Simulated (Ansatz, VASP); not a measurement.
# Two plane-wave programs on W

```
CELL_PARAMETERS angstrom
0.00000 2.25134 2.25115
1.59184 0.00000 2.25115
1.59184 2.25134 0.00000
ATOMIC_POSITIONS crystal
W 0.00000 0.00000 0.00000
```

Alike in both runs: functional PBE; k mesh 24 × 24 × 24; occupations gaussian, width 0.1 eV; no spin polarisation.

Ansatz relaxed the structure, and its values are those at the end. VASP's run is a single point on that final structure, the one shown.

|  | VASP | Ansatz |
| --- | --- | --- |
| version | VASP 6.6.1 | Ansatz 0.2.0 |
| potentials or method | VASP PAW PBE potentials, release 64 (W_sv), cutoff 520 eV | scalar-relativistic, plane waves, PAW |
| valence electrons in the cell | 14 | 14 |

```csv
,VASP,Ansatz,Ansatz less VASP
gap on the k mesh at the Fermi level (eV),none,none,-
pressure (GPa),0.5,0.0,-0.47
```

A gap of «none» marks a metal or a gap that the smearing closes.

Neither program's run includes spin-orbit coupling.
